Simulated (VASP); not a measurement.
# ZnO (P6_3/mmc) in VASP: further runs

ZnO is run at these levels: PBE; tasks: single point.

All numbers are computed with VASP 6.6.1; they aren't measurements. Logs are shortened: lines on timing, memory, paths and dates and some standing lists are left out, and cuts for length are marked.

## 1. The cell of the first run

It takes space group P6_3/mmc (No. 194, hexagonal). Conventional cell: a = 3.221 Å, b = 3.221 Å, c = 6.985 Å, α = 90.00°, β = 90.00°, γ = 120.00°. Zn (site symmetry -6m2) has 3 O at 1.86 Å within 2.5 Å. Within 2.5 Å of O (site symmetry -6m2) lie 3 Zn at 1.86 Å.

## 2. Single point, PBE (15.69 Å³/atom)

File INCAR:

```
PREC = Accurate ; ENCUT = 520
EDIFF = 1E-7 ; ISMEAR = -1
SIGMA = 0.05 ; LREAL = False
LASPH = True ; NELM = 100
ALGO = Normal ; ISIF = 2
LWAVE = False ; LCHARG = True
GGA = PE ; LELF = True
LVHAR = True ; NBANDS = 26
```

File KPOINTS:

```
Automatic mesh
0
Gamma
  9 9 4
```

File POSCAR:

```
ZnO
1.0
    3.2208469546      0.0000000000      0.0000000000
   -1.6104234772      2.7893352843      0.0000000000
    0.0000000000      0.0000000000      6.9848812955
Zn O
2 2
Direct
    0.0000000000      0.0000000000      0.2500000000
    0.0000000000      0.0000000000      0.7500000000
    0.6666666667      0.3333333333      0.7500000000
    0.3333333333      0.6666666667      0.2500000000
```

Potentials or basis: VASP PAW PBE potentials, release 64 (Zn, O).

Launch:

```bash
$ cat potpaw_PBE.64/Zn/POTCAR potpaw_PBE.64/O/POTCAR > POTCAR
$ mpirun -np 1 vasp_std > vasp.out
```

OUTCAR:

```text
PREC = Accurate
   ENCUT = 520
   EDIFF = 1E-7
   ISMEAR = -1
   LREAL = False
   LASPH = True
   NELM = 100
   ISIF = 2
   GGA = PE

 ion  position               nearest neighbor table
   1  0.000  0.000  0.250-   4 1.86   4 1.86   4 1.86
   2  0.000  0.000  0.750-   3 1.86   3 1.86   3 1.86
   3  0.667  0.333  0.750-   2 1.86   2 1.86   2 1.86
   4  0.333  0.667  0.250-   1 1.86   1 1.86   1 1.86

  LATTYP: Found a hexagonal cell.
 ALAT       =     3.2208469546
 C/A-ratio  =     2.1686473757

  Lattice vectors:

 A1 = (   3.2208469546,   0.0000000000,   0.0000000000)
 A2 = (  -1.6104234772,   2.7893352843,   0.0000000000)
 A3 = (   0.0000000000,   0.0000000000,   6.9848812955)

Analysis of symmetry for initial positions (statically):
=====================================================================
 Subroutine PRICEL returns:
 Original cell was already a primitive cell.

 Routine SETGRP: Setting up the symmetry group for a
 hexagonal supercell.

 Subroutine GETGRP returns: Found 24 space group operations
 (whereof 12 operations were pure point group operations)
 out of a pool of 24 trial point group operations.

The static configuration has the point symmetry D_3d.
 The point group associated with its full space group is D_6h.

Analysis of symmetry for dynamics (positions and initial velocities):
=====================================================================
 Subroutine PRICEL returns:
 Original cell was already a primitive cell.

 Routine SETGRP: Setting up the symmetry group for a
 hexagonal supercell.

 Subroutine GETGRP returns: Found 24 space group operations
 (whereof 12 operations were pure point group operations)
 out of a pool of 24 trial point group operations.

The dynamic configuration has the point symmetry D_3d.
 The point group associated with its full space group is D_6h.

 Subroutine INISYM returns: Found 24 space group operations
 (whereof 12 operations are pure point group operations),
 and found     1 'primitive' translations

----------------------------------------------------------------------------------------

                                     Primitive cell

  volume of cell :      62.7523

  direct lattice vectors                    reciprocal lattice vectors
     3.220846955  0.000000000  0.000000000     0.310477342  0.179254177  0.000000000
    -1.610423477  2.789335284  0.000000000     0.000000000  0.358508353  0.000000000
     0.000000000  0.000000000  6.984881296     0.000000000  0.000000000  0.143166356

  length of vectors
     3.220846955  3.220846954  6.984881296     0.358508353  0.358508353  0.143166356

  position of ions in fractional coordinates (direct lattice)
     0.000000000  0.000000000  0.250000000
     0.000000000  0.000000000  0.750000000
     0.666666667  0.333333333  0.750000000
     0.333333333  0.666666667  0.250000000

  ion indices of the primitive-cell ions
   primitive index   ion index
                 1           1
                 2           2
                 3           3
                 4           4

----------------------------------------------------------------------------------------

 KPOINTS: Automatic mesh

Automatic generation of k-mesh.
 Grid dimensions read from file:
 generate k-points for:    9    9    4

 Generating k-lattice:

  Cartesian coordinates                     Fractional coordinates (reciprocal lattice)
     0.034497482  0.019917131  0.000000000     0.111111111  0.000000000  0.000000000
     0.000000000  0.039834261  0.000000000     0.000000000  0.111111111  0.000000000
     0.000000000  0.000000000  0.035791589     0.000000000  0.000000000  0.250000000

  Length of vectors
     0.039834261  0.039834261  0.035791589

  Shift w.r.t. Gamma in fractional coordinates (k-lattice)
     0.000000000  0.000000000  0.000000000

 Subroutine IBZKPT returns following result:
 ===========================================

 Found     36 irreducible k-points:

 Following reciprocal coordinates:
            Coordinates               Weight
  0.000000  0.000000  0.000000      1.000000
  0.111111  0.000000  0.000000      6.000000
  0.222222  0.000000  0.000000      6.000000
  0.333333  0.000000  0.000000      6.000000
  0.444444  0.000000  0.000000      6.000000
  0.111111  0.111111  0.000000      6.000000
[... 16 lines left out ...]
  0.333333  0.222222  0.250000     24.000000
  0.333333  0.333333  0.250000      4.000000
 [... further k-points ...]
   k-points           NKPTS =     36   k-points in BZ     NKDIM =     36   number of bands    NBANDS=     26
   number of dos      NEDOS =    301   number of ions     NIONS =      4
   total plane-waves  NPLWV =  31104
   dimension x,y,z NGX =    24 NGY =   24 NGZ =   54
   dimension x,y,z NGXF=    48 NGYF=   48 NGZF=  108
   ions per type =               2   2
   NGX,Y,Z   is equivalent  to a cutoff of  12.39, 12.39, 12.85 a.u.
   NGXF,Y,Z  is equivalent  to a cutoff of  24.78, 24.78, 25.70 a.u.
 SYSTEM =  unknown system
   PREC   = accura    normal or accurate (medium, high low for compatibility)
   ISTART =      0    job   : 0-new  1-cont  2-samecut
   ICHARG =      2    charge: 1-file 2-atom 10-const
   ISPIN  =      1    spin polarized calculation?
   LNONCOLLINEAR =      F non collinear calculations
   LSORBIT =      F    spin-orbit coupling
   LASPH  =      T    aspherical Exc in radial PAW
   ENCUT  =  520.0 eV  38.22 Ry    6.18 a.u.   5.99  5.99 12.99*2*pi/ulx,y,z
   NELM   =    100;   NELMIN=  2; NELMDL= -5     # of ELM steps
   EDIFF  = 0.1E-06   stopping-criterion for ELM
   LREAL  =      F    real-space projection
   EDIFFG = 0.1E-05   stopping-criterion for IOM
   NSW    =      0    number of steps for IOM
   IBRION =     -1    ionic relax: 0-MD 1-quasi-New 2-CG
   NFREE  =      0    steps in history (QN), initial steepest desc. (CG)
   ISIF   =      2    stress and relaxation
   ISYM   =      2    0-nonsym 1-usesym 2-fastsym
   POTIM  = 0.5000    time-step for ionic-motion
   TEBEG  =    0.0;   TEEND  =   0.0 temperature during run
   PSTRESS=    0.0 pullay stress
   NELECT =      36.0000    total number of electrons
   NUPDOWN=      -1.0000    fix difference up-down
   EMIN   =  10.00;   EMAX   =-10.00  energy-range for DOS
   EFERMI =   0.00;   METHOD = LEGACY
   ISMEAR =    -1;   SIGMA  =   0.05  broadening in eV -4-tet -1-fermi 0-gaus
   EFERMI_NEDOS =   21; number of points for ismear=-14 and -15
   IALGO  =     38    algorithm
   IMIX   =      4    mixing-type and parameters
     AMIX     =   0.40;   BMIX     =  1.00
     AMIX_MAG =   1.60;   BMIX_MAG =  1.00
  volume/ion in A,a.u.               =      15.69       105.87
  Fermi-wavevector in a.u.,A,eV,Ry     =   1.360293  2.570581 25.176171  1.850396
  Thomas-Fermi vector in A             =   2.486967
   LORBIT       =      0    0 simple, 1 ext, 2 COOP (PROOUT), +10 PAW based schemes
   GGA     = PE    functional components
   LHFCALC =     F    Hartree Fock is set to
   AEXX    =    0.0000 exact exchange contribution
   IVDW    =     0    specifies the selected vdW correction
   LEPSILON=     F    determine dielectric tensor
   LRPA    =     F    only Hartree local field effects (RPA)
 non-spin polarized calculation
  energy-cutoff  :      520.00
  volume of cell :       62.75
 maximum number of plane-waves:      1710
 NGX is ok and might be reduce to    24
   NGX = 11   NGY = 11   NGZ = 25

 number of electron      36.0000011 magnetization

 Free energy of the ion-electron system (eV)
  ---------------------------------------------------
  ext. energy  EPLUGINS =         0.00000000
  ---------------------------------------------------
  free energy    TOTEN  =       -16.88654111 eV

  energy without entropy =      -16.88653507  energy(sigma->0) =      -16.88653809

 E-fermi :   0.2097     XC(G=0):  -9.2167

 val. band max:       -0.2688489896   @ k =   0.0000   0.0000   0.0000
 cond. band min:       0.5528477456   @ k =   0.0000   0.0000   0.0000
 fundamental gap:      0.8216967352
 Fermi energy:         0.2097275161

 k-point     1 :       0.0000    0.0000    0.0000
  band No.  band energies     occupation
      1     -18.2193      2.00000
      2     -18.1233      2.00000
      3      -6.7482      2.00000
      4      -6.7482      2.00000
      5      -6.7313      2.00000
      6      -6.7313      2.00000
[... 18 lines left out ...]
     25      12.8599      0.00000
     26      13.7079      0.00000

 k-point     2 :       0.1111    0.0000    0.0000
  band No.  band energies     occupation
      1     -18.1557      2.00000
      2     -18.0653      2.00000
      3      -6.7750      2.00000
      4      -6.7618      2.00000
      5      -6.6585      2.00000
      6      -6.6413      2.00000
[... 18 lines left out ...]
     25      12.7572      0.00000
     26      13.1010      0.00000

 k-point     3 :       0.2222    0.0000    0.0000
  band No.  band energies     occupation
      1     -17.9911      2.00000
      2     -17.9160      2.00000
      3      -6.8005      2.00000
      4      -6.7949      2.00000
      5      -6.4075      2.00000
      6      -6.3900      2.00000
[... 18 lines left out ...]
     25      12.1351      0.00000
     26      13.5343      0.00000

 k-point     4 :       0.3333    0.0000    0.0000
  band No.  band energies     occupation
      1     -17.7953      2.00000
      2     -17.7434      2.00000
      3      -6.7288      2.00000
      4      -6.7260      2.00000
      5      -6.0622      2.00000
      6      -6.0464      2.00000
[... 18 lines left out ...]
     25      12.0737      0.00000
     26      13.1548      0.00000
[... 496 lines left out ...]
      1     -17.7031      2.00000
      2     -17.6749      2.00000
      3      -6.6108      2.00000
      4      -6.6025      2.00000
      5      -5.8304      2.00000
      6      -5.8283      2.00000
[... 18 lines left out ...]
     25      10.7534      0.00000
     26      12.1493      0.00000

 k-point    23 :       0.3333    0.2222    0.2500
  band No.  band energies     occupation
      1     -17.6017      2.00000
      2     -17.5890      2.00000
      3      -6.3955      2.00000
      4      -6.3873      2.00000
      5      -5.7997      2.00000
      6      -5.7161      2.00000
[... 18 lines left out ...]
     25      10.2397      0.00000
     26      10.9814      0.00000

 k-point    24 :       0.3333    0.3333    0.2500
  band No.  band energies     occupation
      1     -17.5638      2.00000
      2     -17.5638      2.00000
      3      -6.2714      2.00000
      4      -6.2585      2.00000
      5      -5.7592      2.00000
      6      -5.7592      2.00000
[... 18 lines left out ...]
     25       9.5989      0.00000
     26      10.3219      0.00000

 [... further k-points ...]

------------------------ aborting loop because EDIFF is reached ----------------------------------------

  FORCE on cell =-STRESS in cart. coord.  units (eV):
  Direction    XX          YY          ZZ          XY          YZ          ZX
  --------------------------------------------------------------------------------------
  -------------------------------------------------------------------------------------
  Total        3.7399707      3.7399707      0.1488718      0.0000000      0.0000000      0.0000000
  in kB       95.4880325     95.4880325      3.8009585      0.0000000      0.0000000      0.0000000
  external PRESSURE =      64.9256745 kB  Pullay stress =       0.0000000 kB

 VOLUME and BASIS-vectors are now :
 -----------------------------------------------------------------------------
  energy-cutoff  :      520.00
  volume of cell :       62.75
      direct lattice vectors                 reciprocal lattice vectors
     3.220846955  0.000000000  0.000000000     0.310477342  0.179254177  0.000000000
    -1.610423477  2.789335284  0.000000000     0.000000000  0.358508353  0.000000000
     0.000000000  0.000000000  6.984881296     0.000000000  0.000000000  0.143166356

 POSITION                                       TOTAL-FORCE (eV/Angst)
 -----------------------------------------------------------------------------------
      0.00000      0.00000      1.74622         0.000000      0.000000     -0.000000
      0.00000      0.00000      5.23866         0.000000     -0.000000      0.000000
      1.61042      0.92978      5.23866         0.000000      0.000000     -0.000000
     -0.00000      1.85956      1.74622        -0.000000     -0.000000      0.000000
 -----------------------------------------------------------------------------------
    total drift:                               -0.000000      0.000000      0.000000

  FREE ENERGIE OF THE ION-ELECTRON SYSTEM (eV)
  ---------------------------------------------------
  free  energy   TOTEN  =       -16.8865411090 eV

  energy  without entropy=      -16.8865350706  energy(sigma->0) =      -16.88653809
```

Wall time 76 s (1 thread of Intel Xeon 8259CL, shared host); peak memory 0.2 GiB.

Results:

```yaml
Free_energy: -16.8865 eV
Pressure: 6.5 GPa
Band_gap_on_the_k_mesh: 0.82 eV
```

Stress tensor (GPa, compression positive):
```
9.55 0.00 0.00
0.00 9.55 0.00
0.00 0.00 0.38
```

Caveat: the stress differs along the axes, from 0 to 10 GPa. A k mesh can miss the band edges.

(Continued in part 2 of 2.)
